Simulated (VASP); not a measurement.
Wanted: the native input for a VASP 6.6.1 run.

- Task: single point
- Functional: PBE
- Potentials or basis: VASP PAW PBE potentials, release 64 (Sn_d, O)
- Cutoff: 520 eV
- k mesh: 13 × 13 × 13
- Occupations: fermi-dirac, width 0.0612256 eV
- Spin: no spin polarisation
- Dipole correction: no
- Further INCAR settings: ALGO = Normal; EDIFF = 1e-06; NBANDS = 20

The structure of SnO2 (fluorite type) lies in POSCAR:

```
SnO2
1.0
    0.0000000000      2.5884727621      2.5884727621
    2.5884727621      0.0000000000      2.5884727621
    2.5884727621      2.5884727621      0.0000000000
Sn O
1 2
Direct
    0.0000000000      0.0000000000      0.0000000000
    0.2500000000      0.2500000000      0.2500000000
    0.7500000000      0.7500000000      0.7500000000
```

One way to write it, as run:

INCAR

```
SYSTEM = SnO2
ALGO     = Normal         ! electronic algorithm
EDIFF    = 1E-6           ! SCF threshold, eV
ENCUT    = 520            ! plane-wave cutoff, eV
GGA      = PE             ! functional
ISIF     = 2              ! what is computed and relaxed
ISMEAR   = -1             ! smearing method
LASPH    = .True.         ! aspherical terms in the spheres
LCHARG   = .False.        ! write CHGCAR
LREAL    = .False.        ! projectors in reciprocal space
LWAVE    = .False.        ! write WAVECAR
NBANDS   = 20             ! bands
NELM     = 100            ! most SCF steps
PREC     = Accurate       ! precision mode
SIGMA    = 0.06122561905347299 ! smearing width, eV
```

KPOINTS

```
k-points
0
Gamma
  13 13 13
  0 0 0
```

Potentials or basis: VASP PAW PBE potentials, release 64 (Sn_d, O).

Run with:

```sh
$ cat potpaw_PBE.64/Sn_d/POTCAR potpaw_PBE.64/O/POTCAR > POTCAR
$ mpirun -np 1 vasp_std > vasp.out
```

Results of the run:

```json
{"Pressure": "-3.0 GPa", "Band gap on the k mesh": "zero (bands 13 and 14 overlap by 0.30 eV)"}
```

Caveat: semilocal functionals underestimate gaps, and a narrow one can read as zero; spin-orbit coupling is left out, which moves the levels of the heavy elements.

Run time: 28 s on 1 thread of Intel(R) Xeon(R) 6975P-C (Granite Rapids), with other jobs on the host, peak memory 0.19 GiB.
